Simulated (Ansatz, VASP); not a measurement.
This is a calculation of MoS2 for VASP 6.6.1.

Contents of INCAR:

```
PREC     = Accurate       # precision mode
ENCUT    = 600            # plane-wave cutoff, eV
EDIFF    = 1E-6           # SCF threshold, eV
ISMEAR   = -1             # smearing method
SIGMA    = 0.05           # smearing width, eV
LREAL    = F              # projectors in reciprocal space
LASPH    = T              # aspherical terms in the spheres
NELM     = 100            # most SCF steps
ALGO     = Normal         # electronic algorithm
ISIF     = 3              # what is computed and relaxed
LWAVE    = F              # write WAVECAR
LCHARG   = F              # write CHGCAR
GGA      = PE             # functional
ALDAC    = 0.0          
AGGAC    = 0.0          
IBRION   = 2              # ionic algorithm
NSW      = 60             # ionic steps
EDIFFG   = -0.01          # ionic threshold
```

File KPOINTS:

```
regular mesh
0
Gamma
  9 9 4
```

POSCAR

```
MoS2
1.0
    3.2274645616      0.0000000000      0.0000000000
   -1.6137322808      2.7950663001      0.0000000000
    0.0000000000      0.0000000000      6.3124734200
Mo S
1 2
Direct
    0.0000000000      0.0000000000      0.5000000000
    0.6666666667      0.3333333333      0.7446806800
    0.3333333333      0.6666666667      0.2553193200
```

Potentials or basis: VASP PAW PBE potentials, release 64 (Mo_sv, S).

Launch:

```bash
$ cat potpaw_PBE.64/Mo_sv/POTCAR potpaw_PBE.64/S/POTCAR > POTCAR
$ mpirun -np 1 vasp_std > vasp.out
```

Problem. Set up the same calculation for Ansatz 0.2.0. Potentials there: Ansatz PAW.

Solution. As run (the cutoff follows the program's own potentials):

The input input.yaml:

```yaml
crystal:
  lattice:
    - [3.2274645616, 0.0, 0.0]
    - [-1.6137322808, 2.7950663001, 0.0]
    - [0.0, 0.0, 6.31247342]
  atoms:
    - { symbol: Mo, position: [0.0, 0.0, 0.5] }
    - { symbol: S, position: [0.6666666667, 0.3333333333, 0.74468068] }
    - { symbol: S, position: [0.3333333333, 0.6666666667, 0.25531932] }
hamiltonian:
  xc: { exchange: pbe, correlation: none }
  pseudopotentials: { kind: paw }
kpoints:
  mp_grid: { grid: [9, 9, 4] }
scf:
  occupations: { method: fermi_dirac, width: 0.05 }
output:
  forces: true
  stress: true
relax:
  f_tol: 0.01
  max_steps: 40
  cell: { stress_tol: 0.05 }
```

Potentials or basis: Ansatz PAW.

Command:

```bash
$ ansatz run input.yaml --threads 2 --pin off --max-ram 5120MiB --backend cpu --events-out ev --progress --plain --runs-dir out
```

Both were run:

|  | VASP | Ansatz | Ansatz less VASP |
| --- | --- | --- | --- |
| relaxed volume (Å³/atom) | 26.37 | 27.27 | +0.900 |
| relaxed length of the cell vector where the two differ most in proportion (Å) | 7.739 | 7.993 | +0.2545 |

VASP's potentials were made for PBE, not for PBE exchange alone.

Noted on VASP's run: the volume moved by over 15 % at a fixed basis, so the end points are rough. Noted on Ansatz's run: the volume moved by over 15 % at a fixed basis, so the end points are rough; the plane-wave basis is chosen anew once the cell has moved, so the energies of steps on either side of that aren't comparable.
